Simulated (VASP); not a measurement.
Runs of VASP 6.6.1 on MnS. The structure is that of space group F-43m (No. 216), or close to it. The cells are those of the table. 

| cell | gap on the mesh (eV) | pressure (GPa) | moment (μB) |
| --- | --- | --- | --- |
| a = 3.795 Å, angles 60.0°, 2 atoms | (c) | 11.0 | 4.99 |
| a = 4.012 Å, angles 60.0°, 2 atoms | 1.06 | -2.6 | 5.00 |
| a = 3.906 Å, angles 60.0°, 2 atoms | 0.59 | (d) | 5.00 |
| a = 4.112 Å, angles 60.0°, 2 atoms | 1.06 | -6.2 | 5.00 |
| a = 3.851 Å, angles 60.0°, 2 atoms | 0.31 | (b) | 5.00 |
| a = 3.960 Å, angles 60.0°, 2 atoms | 0.84 | -0.2 | 5.00 |
| a = 4.063 Å, angles 60.0°, 2 atoms | 1.10 | (a) | 5.00 |

Alike in all rows: task single point; level LDA+U; potentials or basis VASP PAW LDA potentials, release 64 (Mn_pv, S); spin collinear, ferromagnetic start; Mn d U = 4.9 eV, J = 0.9 eV; k mesh 7 × 7 × 7; cutoff (eV) 520; smearing methfessel-paxton 0.1 eV.

Q: Fill in the values left out.

A: (a) -4.6; (b) 6.6; (c) none; (d) 2.9.

Caveats: a cell with one magnetic atom can't hold antiferromagnetic order, which such compounds often take; an odd mesh through Γ misses points on the zone boundary, where band edges can lie (at least some runs); the cell stands under pressure (at least some runs); semilocal functionals underestimate gaps, and a narrow one can read as zero (at least some runs); the cell stands under tension (at least some runs).
